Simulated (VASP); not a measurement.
# TiCo2 (Fd-3m) in VASP: a series of runs

Runs on TiCo2. Level: PBEsol. Tasks: single point, relaxation of cell and atoms.

Everything below comes from runs of VASP 6.6.1. Logs are shortened: lines on timing, memory, paths and dates and some standing lists are left out, and cuts for length are marked.

### Step 1. The cell of the first run

The structure is cubic, space group Fd-3m (No. 227). The conventional cell has a = 6.565 Å, b = 6.565 Å, c = 6.565 Å, α = 90.00°, β = 90.00°, γ = 90.00°. Ti (site symmetry -43m) has 12 Co at 2.72 Å and 4 Ti at 2.84 Å within 3.6 Å. Within 3.1 Å of Co (site symmetry -3m) lie 6 Co at 2.32 Å and 6 Ti at 2.72 Å.

### Step 2. Single point, PBEsol, collinear spin, ferrimagnetic start

The input, INCAR:

```
SYSTEM = TiCo2
PREC = Accurate ; ENCUT = 520
EDIFF = 1E-7 ; ISMEAR = 0
SIGMA = 0.1 ; LREAL = .False.
LASPH = .True. ; NELM = 150
ALGO = Normal ; ISIF = 2
LWAVE = .False. ; LCHARG = .False.
ISPIN = 2 ; MAGMOM = -0.31 -0.31 0.82 0.82 0.82 0.82
LORBIT = 11 ; LMAXMIX = 4
GGA = PS ; NBANDS = 43
```

The input, KPOINTS:

```
Automatic mesh
0
Gamma
  4 4 4
  0 0 0
```

The input, POSCAR:

```
TiCo2
1.0
    0.0000000000      3.2823608136      3.2823608136
    3.2823608136      0.0000000000      3.2823608136
    3.2823608136      3.2823608136      0.0000000000
Ti Co
2 4
Direct
    0.5000000000      0.5000000000      0.5000000000
    0.7500000000      0.7500000000      0.7500000000
    0.1250000000      0.1250000000      0.1250000000
    0.6250000000      0.1250000000      0.1250000000
    0.1250000000      0.1250000000      0.6250000000
    0.1250000000      0.6250000000      0.1250000000
```

Potentials or basis: VASP PAW PBE potentials, release 64 (Ti_sv, Co).

On the command line:

```
> cat potpaw_PBE.64/Ti_sv/POTCAR potpaw_PBE.64/Co/POTCAR > POTCAR
> mpirun -np 1 vasp_std > vasp.out
```

OUTCAR:

```text
SYSTEM = TiCo2
   PREC = Accurate
   ENCUT = 520
   EDIFF = 1E-7
   ISMEAR = 0
   LREAL = .False.
   LASPH = .True.
   NELM = 150
   ISIF = 2
   ISPIN = 2
   LORBIT = 11
   GGA = PS

 ion  position               nearest neighbor table
   1  0.500  0.500  0.500-   3 2.72   5 2.72   6 2.72   3 2.72   4 2.72   5 2.72   3 2.72   4 2.72
                             6 2.72   4 2.72   5 2.72   6 2.72   2 2.84   2 2.84   2 2.84   2 2.84
   2  0.750  0.750  0.750-   4 2.72   5 2.72   6 2.72   3 2.72   4 2.72   6 2.72   3 2.72   4 2.72
                             5 2.72   3 2.72   5 2.72   6 2.72   1 2.84   1 2.84   1 2.84   1 2.84
   3  0.125  0.125  0.125-   4 2.32   5 2.32   6 2.32   5 2.32   6 2.32   4 2.32   1 2.72   2 2.72
                             1 2.72   2 2.72   1 2.72   2 2.72
   4  0.625  0.125  0.125-   3 2.32   5 2.32   6 2.32   3 2.32   5 2.32   6 2.32   2 2.72   1 2.72
                             1 2.72   2 2.72   2 2.72   1 2.72
   5  0.125  0.125  0.625-   3 2.32   3 2.32   4 2.32   6 2.32   6 2.32   4 2.32   1 2.72   2 2.72
                             1 2.72   2 2.72   1 2.72   2 2.72
   6  0.125  0.625  0.125-   3 2.32   5 2.32   3 2.32   4 2.32   5 2.32   4 2.32   2 2.72   1 2.72
                             2 2.72   2 2.72   1 2.72   1 2.72

  LATTYP: Found a face centered cubic cell.
 ALAT       =     6.5647216272

  Lattice vectors:

 A1 = (   0.0000000000,   3.2823608136,   3.2823608136)
 A2 = (   3.2823608136,   0.0000000000,   3.2823608136)
 A3 = (   3.2823608136,   3.2823608136,   0.0000000000)

Analysis of symmetry for initial positions (statically):
=====================================================================
 Subroutine PRICEL returns:
 Original cell was already a primitive cell.

 Routine SETGRP: Setting up the symmetry group for a
 face centered cubic supercell.

 Subroutine GETGRP returns: Found 48 space group operations
 (whereof 24 operations were pure point group operations)
 out of a pool of 48 trial point group operations.

The static configuration has the point symmetry T_d .
 The point group associated with its full space group is O_h .

Analysis of symmetry for dynamics (positions and initial velocities):
=====================================================================
 Subroutine PRICEL returns:
 Original cell was already a primitive cell.

 Routine SETGRP: Setting up the symmetry group for a
 face centered cubic supercell.

 Subroutine GETGRP returns: Found 48 space group operations
 (whereof 24 operations were pure point group operations)
 out of a pool of 48 trial point group operations.

The dynamic configuration has the point symmetry T_d .
 The point group associated with its full space group is O_h .

Analysis of structural, dynamic, and magnetic symmetry:
=====================================================================
 Subroutine PRICEL returns:
 Original cell was already a primitive cell.

 Routine SETGRP: Setting up the symmetry group for a
 face centered cubic supercell.

 Subroutine GETGRP returns: Found 48 space group operations
 (whereof 24 operations were pure point group operations)
 out of a pool of 48 trial point group operations.

The overall configuration has the point symmetry T_d .
 The point group associated with its full space group is O_h .

 Subroutine INISYM returns: Found 48 space group operations
 (whereof 24 operations are pure point group operations),
 and found     1 'primitive' translations

----------------------------------------------------------------------------------------

                                     Primitive cell

  volume of cell :      70.7276

  direct lattice vectors                    reciprocal lattice vectors
     0.000000000  3.282360814  3.282360814    -0.152329384  0.152329384  0.152329384
     3.282360814  0.000000000  3.282360814     0.152329384 -0.152329384  0.152329384
     3.282360814  3.282360814  0.000000000     0.152329384  0.152329384 -0.152329384

  length of vectors
     4.641959179  4.641959179  4.641959179     0.263842232  0.263842232  0.263842232

  position of ions in fractional coordinates (direct lattice)
     0.500000000  0.500000000  0.500000000
     0.750000000  0.750000000  0.750000000
     0.125000000  0.125000000  0.125000000
[... 48 lines left out ...]
 -0.250000  0.500000  0.250000      6.000000
   k-points           NKPTS =      8   k-points in BZ     NKDIM =      8   number of bands    NBANDS=     43
   number of dos      NEDOS =    301   number of ions     NIONS =      6
   total plane-waves  NPLWV =  46656
   dimension x,y,z NGX =    36 NGY =   36 NGZ =   36
   dimension x,y,z NGXF=    72 NGYF=   72 NGZF=   72
   ions per type =               2   4
   NGX,Y,Z   is equivalent  to a cutoff of  12.89, 12.89, 12.89 a.u.
   NGXF,Y,Z  is equivalent  to a cutoff of  25.79, 25.79, 25.79 a.u.
 SYSTEM =  TiCo2
   PREC   = accura    normal or accurate (medium, high low for compatibility)
   ISTART =      0    job   : 0-new  1-cont  2-samecut
   ICHARG =      2    charge: 1-file 2-atom 10-const
   ISPIN  =      2    spin polarized calculation?
   LNONCOLLINEAR =      F non collinear calculations
   LSORBIT =      F    spin-orbit coupling
   LASPH  =      T    aspherical Exc in radial PAW
   ENCUT  =  520.0 eV  38.22 Ry    6.18 a.u.   8.63  8.63  8.63*2*pi/ulx,y,z
   NELM   =    150;   NELMIN=  2; NELMDL= -5     # of ELM steps
   EDIFF  = 0.1E-06   stopping-criterion for ELM
   LREAL  =      F    real-space projection
   EDIFFG = 0.1E-05   stopping-criterion for IOM
   NSW    =      0    number of steps for IOM
   IBRION =     -1    ionic relax: 0-MD 1-quasi-New 2-CG
   NFREE  =      0    steps in history (QN), initial steepest desc. (CG)
   ISIF   =      2    stress and relaxation
   ISYM   =      2    0-nonsym 1-usesym 2-fastsym
   POTIM  = 0.5000    time-step for ionic-motion
   TEBEG  =    0.0;   TEEND  =   0.0 temperature during run
   PSTRESS=    0.0 pullay stress
   NELECT =      60.0000    total number of electrons
   NUPDOWN=      -1.0000    fix difference up-down
   EMIN   =  10.00;   EMAX   =-10.00  energy-range for DOS
   EFERMI =   0.00;   METHOD = LEGACY
   ISMEAR =     0;   SIGMA  =   0.10  broadening in eV -4-tet -1-fermi 0-gaus
   EFERMI_NEDOS =   21; number of points for ismear=-14 and -15
   IALGO  =     38    algorithm
   IMIX   =      4    mixing-type and parameters
     AMIX     =   0.40;   BMIX     =  1.00
     AMIX_MAG =   1.60;   BMIX_MAG =  1.00
  volume/ion in A,a.u.               =      11.79        79.55
  Fermi-wavevector in a.u.,A,eV,Ry     =   1.549752  2.928607 32.677546  2.401732
  Thomas-Fermi vector in A             =   2.654514
   LORBIT       =     11    0 simple, 1 ext, 2 COOP (PROOUT), +10 PAW based schemes
   GGA     = PS    functional components
   LHFCALC =     F    Hartree Fock is set to
   AEXX    =    0.0000 exact exchange contribution
   IVDW    =     0    specifies the selected vdW correction
   LEPSILON=     F    determine dielectric tensor
   LRPA    =     F    only Hartree local field effects (RPA)
 spin polarized calculation
 Gauss-broadening in eV      SIGMA  =   0.10
  energy-cutoff  :      520.00
  volume of cell :       70.73
 maximum number of plane-waves:      1924
 NGX is ok and might be reduce to    36
   NGX = 17   NGY = 17   NGZ = 17

 number of electron      59.9999972 magnetization       1.5423668

 Free energy of the ion-electron system (eV)
  ---------------------------------------------------
  ext. energy  EPLUGINS =         0.00000000
  ---------------------------------------------------
  free energy    TOTEN  =       -49.71522468 eV

  energy without entropy =      -49.66816199  energy(sigma->0) =      -49.69169334

 E-fermi :  10.5127     XC(G=0): -13.2939

 val. band max:       10.4997814220   @ k =   0.5000   0.2500   0.0000
 cond. band min:      10.5150133890   @ k =   0.2500   0.0000   0.0000
 fundamental gap:      0.0152319670
 Fermi energy:        10.5126763478

 spin component 1

 k-point     1 :       0.0000    0.0000    0.0000
  band No.  band energies     occupation
      1     -46.2575      1.00000
      2     -46.1504      1.00000
      3     -22.6712      1.00000
      4     -22.6712      1.00000
      5     -22.6712      1.00000
      6     -22.4449      1.00000
[... 349 lines left out ...]
     41      13.0149      0.00000
     42      13.0149      0.00000
 Fermi energy:        10.5126763478

 spin component 2

 k-point     1 :       0.0000    0.0000    0.0000
  band No.  band energies     occupation
      1     -46.3649      1.00000
      2     -46.2574      1.00000
      3     -22.7807      1.00000
      4     -22.7807      1.00000
      5     -22.7807      1.00000
      6     -22.5534      1.00000
[... 349 lines left out ...]
     41      13.0304      0.00000
     42      13.0304      0.00000
 [bands above 42 left out]

------------------------ aborting loop because EDIFF is reached ----------------------------------------

  FORCE on cell =-STRESS in cart. coord.  units (eV):
  Direction    XX          YY          ZZ          XY          YZ          ZX
  --------------------------------------------------------------------------------------
  -------------------------------------------------------------------------------------
  Total       -0.4106822     -0.4106822     -0.4106822      0.0000000      0.0000000      0.0000000
  in kB       -9.3030952     -9.3030952     -9.3030952      0.0000000      0.0000000      0.0000000
  external PRESSURE =      -9.3030952 kB  Pullay stress =       0.0000000 kB

 VOLUME and BASIS-vectors are now :
 -----------------------------------------------------------------------------
  energy-cutoff  :      520.00
  volume of cell :       70.73
      direct lattice vectors                 reciprocal lattice vectors
     0.000000000  3.282360814  3.282360814    -0.152329384  0.152329384  0.152329384
     3.282360814  0.000000000  3.282360814     0.152329384 -0.152329384  0.152329384
     3.282360814  3.282360814  0.000000000     0.152329384  0.152329384 -0.152329384

 POSITION                                       TOTAL-FORCE (eV/Angst)
 -----------------------------------------------------------------------------------
      3.28236      3.28236      3.28236        -0.000000     -0.000000     -0.000000
      4.92354      4.92354      4.92354         0.000000      0.000000      0.000000
      0.82059      0.82059      0.82059        -0.000000     -0.000000     -0.000000
      0.82059      2.46177      2.46177        -0.000000      0.000000     -0.000000
      2.46177      2.46177      0.82059        -0.000000     -0.000000     -0.000000
      2.46177      0.82059      2.46177        -0.000000      0.000000     -0.000000
 -----------------------------------------------------------------------------------
    total drift:                                0.000000      0.000000      0.000000

  FREE ENERGIE OF THE ION-ELECTRON SYSTEM (eV)
  ---------------------------------------------------
  free  energy   TOTEN  =       -49.7152246847 eV

  energy  without entropy=      -49.6681619921  energy(sigma->0) =      -49.69169334

 total charge

# of ion       s       p       d       tot
------------------------------------------
    1        2.230   6.165   1.860  10.255
    2        2.230   6.165   1.860  10.255
    3        0.564   0.611   7.341   8.515
    4        0.564   0.611   7.341   8.515
    5        0.564   0.611   7.341   8.515
    6        0.564   0.611   7.341   8.515
--------------------------------------------------
tot          6.715  14.773  33.083  54.571

 magnetization (x)

# of ion       s       p       d       tot
------------------------------------------
    1       -0.002  -0.010  -0.112  -0.124
    2       -0.002  -0.010  -0.112  -0.124
    3       -0.000   0.000   0.464   0.464
    4       -0.000   0.000   0.464   0.464
    5       -0.000   0.000   0.464   0.464
    6       -0.000   0.000   0.464   0.464
--------------------------------------------------
tot         -0.004  -0.019   1.632   1.609
```

Run time: 99 s. Hardware: 1 thread of Intel Xeon 6975P-C, shared host; peak memory 0.25 GiB.

What came out:

- Free energy: -49.7152 eV
- Pressure: -0.9 GPa
- Net moment: 1.54 μB per cell
- Site moments: Ti -0.12; Co +0.46 μB
- Valence electrons inside the program's atomic spheres: Ti 10.26; Co 8.52

Caveat: the k points lie up to 0.41 Å⁻¹ apart; the PAW data sets were made with another functional, which shifts forces and pressure a little.

### Step 3. Relaxation of cell and atoms, PBEsol, collinear spin, ferrimagnetic start

This run uses another cell than the first one, of 12.55 Å³/atom, 1.065 times its volume.

The input, INCAR:

```
SYSTEM = TiCo2
ALGO = Normal
EDIFF = 1E-6
EDIFFG = -0.01
ENCUT = 600
GGA = PS
IBRION = 2
ISIF = 3
ISMEAR = 0
ISPIN = 2
LASPH = .True.
LCHARG = .False.
LMAXMIX = 4
LORBIT = 11
LREAL = .False.
LWAVE = .False.
MAGMOM = -0.31 -0.31 0.82 0.82 0.82 0.82
NELM = 150
NSW = 80
PREC = Accurate
SIGMA = 0.1
```

The input, KPOINTS:

```
k-points
0
Gamma
  2 2 2
  0 0 0
```

Changes to POSCAR since step 2:

```diff
@@ -2,5 +2,5 @@
 1.0
-    0.0000000000      3.2823608136      3.2823608136
-    3.2823608136      0.0000000000      3.2823608136
-    3.2823608136      3.2823608136      0.0000000000
+    0.0000000000      3.3520000000      3.3520000000
+    3.3520000000      0.0000000000      3.3520000000
+    3.3520000000      3.3520000000      0.0000000000
 Ti Co
```

Potentials or basis: VASP PAW PBE potentials, release 64 (Ti_sv, Co).

On the command line:

```
> cat potpaw_PBE.64/Ti_sv/POTCAR potpaw_PBE.64/Co/POTCAR > POTCAR
> mpirun -np 1 vasp_std > vasp.out
```

It took 3.5 min on 1 thread of Intel Xeon 6975P-C, shared host; peak memory 0.29 GiB.

Results (log left out):

```
Free energy                                           : -49.7523 eV
Relaxed volume                                        : 11.70 Å³/atom
Relaxed cell                                          : a = 4.631 Å, b = 4.631 Å, c = 4.631 Å, α = 60.00°, β = 60.00°, γ = 60.00°
Space group after relaxing (to 0.05 Å)                : Fd-3m (No. 227)
Energy gained by relaxing                             : 39.0 meV/atom
Ionic steps                                           : 4
Pressure after relaxing                               : -0.1 GPa
Net moment                                            : 0.82 μB per cell
Site moments                                          : Ti +0.18; Co +0.09 μB
Valence electrons inside the program's atomic spheres : Ti 10.26; Co 8.55
```

Step by step:
```csv
step,energy change (eV),largest force (eV/Å),pressure (GPa),volume (Å³)
1,0.0000,0.0000,-13.72,75.33
2,0.1955,0.0000,24.71,64.20
3,-0.2337,0.0000,-0.30,70.32
4,-0.2338,0.0000,-0.11,70.22
```

Final structure:
```
CELL_PARAMETERS angstrom
0.00000 3.27453 3.27453
3.27453 0.00000 3.27453
3.27453 3.27453 0.00000
ATOMIC_POSITIONS crystal
Ti 0.50000 0.50000 0.50000
Ti 0.75000 0.75000 0.75000
Co 0.12500 0.12500 0.12500
Co 0.62500 0.12500 0.12500
Co 0.12500 0.12500 0.62500
Co 0.12500 0.62500 0.12500
```

Levels at points of the mesh, in eV from the Fermi level:
Spin up:
```tsv
k point	band 28	band 29	band 30	band 31	band 32	band 33	band 34	band 35
(0.00, 0.00, 0.00)	-0.52	-0.43	-0.43	-0.43	1.02	1.02	1.02	1.05
(0.50, 0.00, 0.00)	-0.21	-0.21	0.04	0.04	0.46	0.46	0.87	1.05
(0.50, 0.50, 0.00)	-0.38	-0.38	-0.38	-0.04	-0.04	0.86	0.86	1.60
```
Spin down:
| k point | band 27 | band 28 | band 29 | band 30 | band 31 | band 32 | band 33 | band 34 |
| --- | --- | --- | --- | --- | --- | --- | --- | --- |
| (0.00, 0.00, 0.00) | -0.40 | -0.40 | -0.31 | -0.31 | -0.31 | 1.13 | 1.13 | 1.13 |
| (0.50, 0.00, 0.00) | -0.37 | -0.10 | -0.10 | 0.21 | 0.21 | 0.58 | 0.58 | 0.98 |
| (0.50, 0.50, 0.00) | -0.32 | -0.32 | -0.27 | -0.27 | 0.12 | 0.12 | 1.06 | 1.06 |

Caveat: the k points lie up to 0.83 Å⁻¹ apart in the final cell; the PAW data sets were made with another functional, which shifts forces and pressure a little.

### Step 4. Single point, PBEsol, collinear spin, ferrimagnetic start

This run uses another cell than the first one, of 11.73 Å³/atom, 0.995 times its volume.

The input, INCAR:

```
SYSTEM = TiCo2
PREC     = Accurate       ! precision mode
ENCUT    = 520            ! plane-wave cutoff, eV
EDIFF    = 1E-6           ! SCF threshold, eV
ISMEAR   = 0              ! smearing method
SIGMA    = 0.1            ! smearing width, eV
LREAL    = .False.        ! projectors in reciprocal space
LASPH    = .True.         ! aspherical terms in the spheres
NELM     = 150            ! most SCF steps
ALGO     = Fast           ! electronic algorithm
ISIF     = 2              ! what is computed and relaxed
LWAVE    = .False.        ! write WAVECAR
LCHARG   = .False.        ! write CHGCAR
ISPIN    = 2              ! spin polarisation
MAGMOM   = -0.31 -0.31 0.82 0.82 0.82 0.82 ! initial moments
LORBIT   = 11             ! projections on sites
LMAXMIX  = 4              ! l up to which the mixer works
GGA      = PS             ! functional
NBANDS   = 43             ! bands
```

The input, KPOINTS:

```
Automatic mesh
0
Gamma
  6 6 6
  0 0 0
```

Changes to POSCAR since step 3:

```diff
@@ -2,5 +2,5 @@
 1.0
-    0.0000000000      3.3520000000      3.3520000000
-    3.3520000000      0.0000000000      3.3520000000
-    3.3520000000      3.3520000000      0.0000000000
+    0.0000000000      3.2768284839      3.2768284839
+    3.2768284839      0.0000000000      3.2768284839
+    3.2768284839      3.2768284839      0.0000000000
 Ti Co
```

On the command line:

```
> cat potpaw_PBE.64/Ti_sv/POTCAR potpaw_PBE.64/Co/POTCAR > POTCAR
> mpirun -np 1 vasp_std > vasp.out
```

It took 5.2 min on 1 thread of Intel Xeon 6975P-C, shared host; peak memory 0.28 GiB.

It converged, with:

| Quantity | Value |
| --- | --- |
| Free energy | -49.7426 eV |
| Pressure | -0.8 GPa |
| Net moment | 0.13 μB per cell |
| Site moments | Ti -0.01; Co +0.04 μB |
| Valence electrons inside the program's atomic spheres | Ti 10.26; Co 8.53 |

Levels at points of the mesh, in eV from the Fermi level:
Spin up:
```tsv
k point	band 26	band 27	band 28	band 29	band 30	band 31	band 32	band 33	band 34	band 35
(0.00, 0.00, 0.00)	-0.75	-0.67	-0.67	-0.60	-0.60	-0.60	0.83	0.83	0.83	1.03
(0.50, 0.00, 0.00)	-0.72	-0.66	-0.41	-0.41	0.12	0.12	0.56	0.56	0.83	0.92
(0.50, 0.50, 0.00)	-1.85	-0.61	-0.61	-0.56	-0.56	-0.04	-0.04	0.91	0.91	1.63
```
Spin down:
```csv
k point,band 28,band 29,band 30,band 31,band 32,band 33
"(0.00, 0.00, 0.00)",-0.63,-0.55,-0.55,-0.55,0.87,0.87
"(0.50, 0.00, 0.00)",-0.36,-0.36,0.13,0.13,0.56,0.56
"(0.50, 0.50, 0.00)",-0.57,-0.52,-0.52,-0.03,-0.03,0.93
```

Caveat: the PAW data sets were made with another functional, which shifts forces and pressure a little.

### Step 5. Summary

| task | cell | k mesh | cutoff (eV) | gap on the mesh (eV) | pressure (GPa) | moment (μB) |
| --- | --- | --- | --- | --- | --- | --- |
| single point | a = 4.642 Å, angles 60.0°, 6 atoms | 4 × 4 × 4 | 520 | none | -0.9 | 1.54 |
| relaxation of cell and atoms | relaxed from a = 4.740 Å, angles 60.0°, 6 atoms | 2 × 2 × 2 | 600 | none | -0.1 | 0.82 |
| single point | a = 4.634 Å, angles 60.0°, 6 atoms | 6 × 6 × 6 | 520 | none | -0.8 | 0.13 |

Alike in all rows: level PBEsol; potentials or basis VASP PAW PBE potentials, release 64 (Ti_sv, Co); spin collinear, ferrimagnetic start; smearing gaussian 0.1 eV.

Caveats: some runs use coarse meshes; the PAW data sets were made with another functional, which shifts forces and pressure a little.

Absolute energies hang on the potentials; compare differences alone.
